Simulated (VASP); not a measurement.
# Al8P6C (a cell with a defect) in VASP: notebook

Runs on Al8P6C (a cell with a defect). Level: PBEsol. Tasks: single point.

Program: VASP 6.6.1. These are calculated values, not measurements. Logs are shortened: lines on timing, memory, paths and dates and some standing lists are left out, and cuts for length are marked.

### Step 1. The cell of the first run

The cell holds a defect, 15 atoms: a = 7.723 Å, b = 6.689 Å, c = 6.338 Å, α = 90.00°, β = 90.00°, γ = 90.00°.

### Step 2. Single point, PBEsol, collinear spin

File INCAR:

```
  ALGO = Normal
  EDIFF = 1E-6
  ENCUT = 520
  GGA = PS
  ISIF = 2
  ISMEAR = -1
  ISPIN = 2
  LASPH = T
  LCHARG = F
  LORBIT = 11
  LREAL = Auto
  LWAVE = F
  MAGMOM = 0.286 0.286 0 0 0.286 0.286 0.286 0.286 0.286 0 0 0 0 0 0
  NBANDS = 46
  NELM = 150
  PREC = Accurate
  SIGMA = 0.05
```

File KPOINTS:

```
Automatic mesh
0
Gamma
  2 2 2
  0.5 0.5 0.5
```

File POSCAR:

```
Al8P6C
1.0
    7.7233360000      0.0000000000      0.0000000000
    0.0000000000      6.6886060000      0.0000000000
    0.0000000000      0.0000000000      6.3379900000
Al C P
8 1 6
Direct
    0.0258600000      0.3371260000      0.9785870000
    0.5052320000      0.3537930000      0.0177830000
    0.2377210000      0.8473060000      0.0175970000
    0.7526750000      0.8444210000      0.0174270000
    0.2634950000      0.1842140000      0.4786690000
    0.0049630000      0.6458300000      0.4742470000
    0.7277020000      0.1564600000      0.5140600000
    0.4888510000      0.6609620000      0.5001600000
    0.4728650000      0.3346220000      0.3679240000
    0.2583720000      0.8180100000      0.3866540000
    0.7555480000      0.8282000000      0.3408630000
    0.2663890000      0.1779120000      0.8963790000
    0.9724080000      0.6909510000      0.8871870000
    0.7279540000      0.1463440000      0.8987580000
    0.4996210000      0.6517560000      0.8687120000
```

Potentials or basis: VASP PAW PBE potentials, release 64 (Al, C, P).

Launch:

```
$ cat potpaw_PBE.64/Al/POTCAR potpaw_PBE.64/C/POTCAR potpaw_PBE.64/P/POTCAR > POTCAR
$ mpirun -np 1 vasp_std > vasp.out
```

OUTCAR:

```text
EDIFF = 1E-6
   ENCUT = 520
   GGA = PS
   ISIF = 2
   ISMEAR = -1
   ISPIN = 2
   LASPH = T
   LORBIT = 11
   LREAL = Auto
   NELM = 150
   PREC = Accurate

 ion  position               nearest neighbor table
   1  0.026  0.337  0.979-  12 2.20  13 2.47  14 2.68
   2  0.505  0.354  0.018-  15 2.21   9 2.24  12 2.32  14 2.34
   3  0.238  0.847  0.018-  12 2.35  10 2.35  13 2.44  15 2.59
   4  0.753  0.844  0.017-  11 2.05  13 2.15  14 2.16  15 2.52
   5  0.263  0.184  0.479-   9 2.03  10 2.52  12 2.65
   6  0.005  0.646  0.474-  10 2.34  11 2.43  13 2.65
   7  0.728  0.156  0.514-  14 2.44  11 2.46   9 2.48
   8  0.489  0.661  0.500-  10 2.19  15 2.34   9 2.34  11 2.55
   9  0.473  0.335  0.368-   5 2.03   2 2.24   8 2.34   7 2.48
  10  0.258  0.818  0.387-   8 2.19   6 2.34   3 2.35   5 2.52
  11  0.756  0.828  0.341-   4 2.05   6 2.43   7 2.46   8 2.55
  12  0.266  0.178  0.896-   1 2.20   2 2.32   3 2.35   5 2.65
  13  0.972  0.691  0.887-   4 2.15   3 2.44   1 2.47   6 2.65
  14  0.728  0.146  0.899-   4 2.16   2 2.34   7 2.44   1 2.68
  15  0.500  0.652  0.869-   2 2.21   8 2.34   4 2.52   3 2.59

  LATTYP: Found a simple orthorhombic cell.
 ALAT       =     6.3379900000
 B/A-ratio  =     1.0553197465
 C/A-ratio  =     1.2185781297

  Lattice vectors:

 A1 = (   0.0000000000,   0.0000000000,  -6.3379900000)
 A2 = (   0.0000000000,   6.6886060000,   0.0000000000)
 A3 = (   7.7233360000,   0.0000000000,   0.0000000000)

Analysis of symmetry for initial positions (statically):
=====================================================================
 Subroutine PRICEL returns:
 Original cell was already a primitive cell.

 Routine SETGRP: Setting up the symmetry group for a
 simple orthorhombic supercell.

 Subroutine GETGRP returns: Found  1 space group operations
 (whereof  1 operations were pure point group operations)
 out of a pool of  8 trial point group operations.

The static configuration has the point symmetry C_1 .

Analysis of symmetry for dynamics (positions and initial velocities):
=====================================================================
 Subroutine PRICEL returns:
 Original cell was already a primitive cell.

 Routine SETGRP: Setting up the symmetry group for a
 simple orthorhombic supercell.

 Subroutine GETGRP returns: Found  1 space group operations
 (whereof  1 operations were pure point group operations)
 out of a pool of  8 trial point group operations.

The dynamic configuration has the point symmetry C_1 .

Analysis of structural, dynamic, and magnetic symmetry:
=====================================================================
 Subroutine PRICEL returns:
 Original cell was already a primitive cell.

 Routine SETGRP: Setting up the symmetry group for a
 simple orthorhombic supercell.

 Subroutine GETGRP returns: Found  1 space group operations
 (whereof  1 operations were pure point group operations)
 out of a pool of  8 trial point group operations.

The overall configuration has the point symmetry C_1 .

 Subroutine INISYM returns: Found  1 space group operations
 (whereof  1 operations are pure point group operations),
 and found     1 'primitive' translations

----------------------------------------------------------------------------------------

                                     Primitive cell

  volume of cell :     327.4101

  direct lattice vectors                    reciprocal lattice vectors
     7.723336000  0.000000000  0.000000000     0.129477728  0.000000000  0.000000000
     0.000000000  6.688606000  0.000000000     0.000000000  0.149507984  0.000000000
     0.000000000  0.000000000  6.337990000     0.000000000  0.000000000  0.157778728

  length of vectors
[... 87 lines left out ...]
   EDIFF  = 0.1E-05   stopping-criterion for ELM
   LREAL  =      T    real-space projection
   EDIFFG = 0.1E-04   stopping-criterion for IOM
   NSW    =      0    number of steps for IOM
   IBRION =     -1    ionic relax: 0-MD 1-quasi-New 2-CG
   NFREE  =      0    steps in history (QN), initial steepest desc. (CG)
   ISIF   =      2    stress and relaxation
   ISYM   =      2    0-nonsym 1-usesym 2-fastsym
   POTIM  = 0.5000    time-step for ionic-motion
   TEBEG  =    0.0;   TEEND  =   0.0 temperature during run
   PSTRESS=    0.0 pullay stress
   NELECT =      58.0000    total number of electrons
   NUPDOWN=      -1.0000    fix difference up-down
   EMIN   =  10.00;   EMAX   =-10.00  energy-range for DOS
   EFERMI =   0.00;   METHOD = LEGACY
   ISMEAR =    -1;   SIGMA  =   0.05  broadening in eV -4-tet -1-fermi 0-gaus
   EFERMI_NEDOS =   21; number of points for ismear=-14 and -15
   IALGO  =     38    algorithm
   IMIX   =      4    mixing-type and parameters
     AMIX     =   0.40;   BMIX     =  1.00
     AMIX_MAG =   1.60;   BMIX_MAG =  1.00
  volume/ion in A,a.u.               =      21.83       147.30
  Fermi-wavevector in a.u.,A,eV,Ry     =   0.919433  1.737477 11.501783  0.845357
  Thomas-Fermi vector in A             =   2.044626
   LORBIT       =     11    0 simple, 1 ext, 2 COOP (PROOUT), +10 PAW based schemes
   GGA     = PS    functional components
   LHFCALC =     F    Hartree Fock is set to
   AEXX    =    0.0000 exact exchange contribution
   IVDW    =     0    specifies the selected vdW correction
   LEPSILON=     F    determine dielectric tensor
   LRPA    =     F    only Hartree local field effects (RPA)
 spin polarized calculation
  energy-cutoff  :      520.00
  volume of cell :      327.41
 maximum number of plane-waves:      8814
 NGX is ok and might be reduce to    60
   NGX = 29   NGY = 25   NGZ = 23

 number of electron      58.0000000 magnetization      -0.0027092

 number of electron      58.0000000 magnetization       0.0002866

 Free energy of the ion-electron system (eV)
  ---------------------------------------------------
  ext. energy  EPLUGINS =         0.00000000
  ---------------------------------------------------
  free energy    TOTEN  =       -76.67008713 eV

  energy without entropy =      -76.67007412  energy(sigma->0) =      -76.67008062

 E-fermi :   4.5307     XC(G=0):  -8.9887

 val. band max:        3.9552578840   @ k =   0.2500  -0.2500  -0.2500
 cond. band min:       5.1011447356   @ k =  -0.2500  -0.2500   0.2500
 fundamental gap:      1.1458868516
 Fermi energy:         4.5307449267

 spin component 1

 k-point     1 :       0.2500    0.2500    0.2500
  band No.  band energies     occupation
      1      -7.4333      1.00000
      2      -6.7609      1.00000
      3      -6.5421      1.00000
      4      -6.1057      1.00000
      5      -5.9214      1.00000
      6      -5.6904      1.00000
[... 165 lines left out ...]
     40       7.8522      0.00000
     41       8.1031      0.00000
 Fermi energy:         4.5307449267

 spin component 2

 k-point     1 :       0.2500    0.2500    0.2500
  band No.  band energies     occupation
      1      -7.4333      1.00000
      2      -6.7608      1.00000
      3      -6.5420      1.00000
      4      -6.1057      1.00000
      5      -5.9214      1.00000
      6      -5.6903      1.00000
[... 165 lines left out ...]
     40       7.8522      0.00000
     41       8.1032      0.00000
 [bands above 41 left out]

------------------------ aborting loop because EDIFF is reached ----------------------------------------

  FORCE on cell =-STRESS in cart. coord.  units (eV):
  Direction    XX          YY          ZZ          XY          YZ          ZX
  --------------------------------------------------------------------------------------
  -------------------------------------------------------------------------------------
  Total       -6.6080675     -6.4869824     -4.0742862     -4.5895677     -3.6538198     -1.0169046
  in kB      -32.3364960    -31.7439677    -19.9374690    -22.4589924    -17.8799217     -4.9762099
  external PRESSURE =     -28.0059776 kB  Pullay stress =       0.0000000 kB

 VOLUME and BASIS-vectors are now :
 -----------------------------------------------------------------------------
  energy-cutoff  :      520.00
  volume of cell :      327.41
      direct lattice vectors                 reciprocal lattice vectors
     7.723336000  0.000000000  0.000000000     0.129477728  0.000000000  0.000000000
     0.000000000  6.688606000  0.000000000     0.000000000  0.149507984  0.000000000
     0.000000000  0.000000000  6.337990000     0.000000000  0.000000000  0.157778728

 POSITION                                       TOTAL-FORCE (eV/Angst)
 -----------------------------------------------------------------------------------
      0.19973      2.25490      6.20227        -2.363283      0.846893      0.224609
      3.90208      2.36638      0.11271        -0.187523     -1.059837      3.050067
      1.83600      5.66730      0.11153         0.524648     -0.994830     -0.692803
      5.81316      5.64800      0.11045        -2.477960     -1.168513     -2.958827
      2.03506      1.23213      3.03380         1.048219      0.350835      0.202384
      0.03833      4.31970      3.00577        -0.608920     -0.359093      0.755127
      5.62029      1.04650      3.25811        -1.609668      0.823365     -0.747885
      3.77556      4.42091      3.17001         1.931051     -3.005160     -0.586278
      3.65210      2.23815      2.33190         1.220286      0.699995     -0.085422
      1.99549      5.47135      2.45061        -1.615120      1.875656     -0.543134
      5.83535      5.53950      2.16039        -0.276527     -0.261627      5.522902
      2.05741      1.18998      5.68124         0.230903     -0.845933     -1.435472
      7.51023      4.62150      5.62298         3.011022     -2.030481     -1.646663
      5.62223      0.97884      5.69632         1.401494      2.703061     -1.273310
      3.85874      4.35934      5.50589        -0.228623      2.425670      0.214707
 -----------------------------------------------------------------------------------
    total drift:                                0.002067     -0.008542      0.006570

  FREE ENERGIE OF THE ION-ELECTRON SYSTEM (eV)
  ---------------------------------------------------
  free  energy   TOTEN  =       -76.6700871280 eV

  energy  without entropy=      -76.6700741211  energy(sigma->0) =      -76.67008062

 total charge

# of ion       s       p       d       tot
------------------------------------------
    1        0.424   0.311   0.000   0.735
    2        0.396   0.394   0.000   0.790
    3        0.394   0.354   0.000   0.748
    4        0.426   0.492   0.000   0.919
    5        0.417   0.290   0.000   0.706
    6        0.412   0.304   0.000   0.716
    7        0.422   0.267   0.000   0.689
    8        0.397   0.364   0.000   0.760
    9        0.850   1.333   0.000   2.183
   10        1.018   1.585   0.000   2.603
   11        1.024   1.588   0.000   2.612
   12        1.026   1.563   0.000   2.589
   13        1.025   1.538   0.000   2.563
   14        1.026   1.555   0.000   2.581
   15        1.015   1.563   0.000   2.578
--------------------------------------------------
tot         10.274  13.500   0.000  23.774

 magnetization (x)

# of ion       s       p       d       tot
------------------------------------------
    1        0.000   0.000   0.000   0.000
    2        0.000   0.000   0.000   0.000
    3       -0.000   0.000   0.000  -0.000
    4       -0.000   0.000   0.000  -0.000
    5        0.000  -0.000   0.000   0.000
    6        0.000  -0.000   0.000   0.000
    7        0.000   0.000   0.000   0.000
    8        0.000   0.000   0.000   0.000
    9        0.000   0.000   0.000   0.000
   10        0.000  -0.000   0.000  -0.000
   11        0.000  -0.000   0.000  -0.000
   12        0.000  -0.000   0.000  -0.000
   13        0.000  -0.000   0.000  -0.000
   14        0.000  -0.000   0.000   0.000
   15        0.000  -0.000   0.000  -0.000
--------------------------------------------------
tot          0.000  -0.000   0.000   0.000
```

It took 78 s on 1 thread of Intel Xeon 6975P-C (Granite Rapids), shared host; peak memory 0.49 GiB.

What came out:

| Quantity | Value |
| --- | --- |
| Free energy | -76.6701 eV |
| Pressure | -2.8 GPa |
| Largest force | 5.536 eV/Å |
| Band gap on the k mesh | 1.15 eV |
| Net moment | 0.00 μB per cell |
| Valence electrons inside the program's atomic spheres | Al 0.73, 0.79, 0.75, 0.92, 0.71, 0.72, 0.69, 0.76; C 2.18; P 2.60, 2.61, 2.59, 2.56, 2.58 (each value once) |

Forces in eV/Å, atoms in the order of the input:
```
Al  -2.363  0.847  0.225
Al  -0.188 -1.060  3.050
Al   0.525 -0.995 -0.693
Al  -2.478 -1.169 -2.959
Al   1.048  0.351  0.202
Al  -0.609 -0.359  0.755
Al  -1.610  0.823 -0.748
Al   1.931 -3.005 -0.586
C    1.220  0.700 -0.085
P   -1.615  1.876 -0.543
P   -0.277 -0.262  5.523
P    0.231 -0.846 -1.435
P    3.011 -2.030 -1.647
P    1.401  2.703 -1.273
P   -0.229  2.426  0.215
```

Levels at points of the mesh, in eV from the valence-band top:
Spin up:
```csv
k point,band 26,band 27,band 28,band 29,band 30,band 31,band 32,band 33
"(0.25, 0.25, 0.25)",-1.01,-0.87,-0.65,-0.11,1.25,1.65,1.88,2.35
```
Spin down:
| k point | band 27 | band 28 | band 29 | band 30 | band 31 | band 32 |
| --- | --- | --- | --- | --- | --- | --- |
| (0.25, 0.25, 0.25) | -0.88 | -0.65 | -0.11 | 1.25 | 1.65 | 1.88 |

Caveat: the PAW data sets were made with another functional, which shifts forces and pressure a little.

### Step 3. Single point, PBEsol, collinear spin

File INCAR:

```
SYSTEM = Al8P6C
ALGO = Normal
EDIFF = 1E-6
ENCUT = 520
GGA = PS
ISIF = 2
ISMEAR = -1
ISPIN = 2
LASPH = .True.
LCHARG = .False.
LORBIT = 11
LREAL = Auto
LWAVE = .False.
MAGMOM = 0.31 0.31 0 0 0.31 0.31 0.31 0.31 0.31 0 0 0 0 0 0
NBANDS = 46
NELM = 150
PREC = Accurate
SIGMA = 0.05
```

KPOINTS is that of step 2.

POSCAR is that of step 2.

Potentials or basis: VASP PAW PBE potentials, release 64 (Al, C, P).

Launch:

```
$ cat potpaw_PBE.64/Al/POTCAR potpaw_PBE.64/C/POTCAR potpaw_PBE.64/P/POTCAR > POTCAR
$ mpirun -np 1 vasp_std > vasp.out
```

Wall time 83 s (1 thread of Intel Xeon 6975P-C (Granite Rapids), shared host); peak memory 0.49 GiB.

The run converged. Its results:

```
Free energy                                           : -76.6701 eV
Pressure                                              : -2.8 GPa
Largest force                                         : 5.536 eV/Å
Band gap on the k mesh                                : 1.15 eV
Net moment                                            : 0.00 μB per cell
Valence electrons inside the program's atomic spheres : Al 0.73, 0.79, 0.75, 0.92, 0.71, 0.72, 0.69, 0.76; C 2.18; P 2.60, 2.61, 2.59, 2.56, 2.58 (each value once)
```

Forces in eV/Å, atoms in the order of the input:
```
Al  -2.363  0.847  0.225
Al  -0.188 -1.060  3.050
Al   0.525 -0.995 -0.693
Al  -2.478 -1.169 -2.959
Al   1.048  0.351  0.202
Al  -0.609 -0.359  0.755
Al  -1.610  0.823 -0.748
Al   1.931 -3.005 -0.586
C    1.220  0.700 -0.085
P   -1.615  1.876 -0.543
P   -0.277 -0.262  5.523
P    0.231 -0.846 -1.435
P    3.011 -2.030 -1.647
P    1.401  2.703 -1.273
P   -0.229  2.426  0.215
```

Stress tensor (GPa, compression positive):
```
-3.23 -2.25 -0.50
-2.25 -3.17 -1.79
-0.50 -1.79 -1.99
```

Levels at points of the mesh, in eV from the valence-band top:
Spin up:
| k point | band 26 | band 27 | band 28 | band 29 | band 30 | band 31 | band 32 | band 33 |
| --- | --- | --- | --- | --- | --- | --- | --- | --- |
| (0.25, 0.25, 0.25) | -1.01 | -0.87 | -0.65 | -0.11 | 1.25 | 1.65 | 1.88 | 2.35 |
Spin down:
```csv
k point,band 27,band 28,band 29,band 30,band 31,band 32
"(0.25, 0.25, 0.25)",-0.87,-0.65,-0.11,1.25,1.65,1.88
```

Caveat: the PAW data sets were made with another functional, which shifts forces and pressure a little.
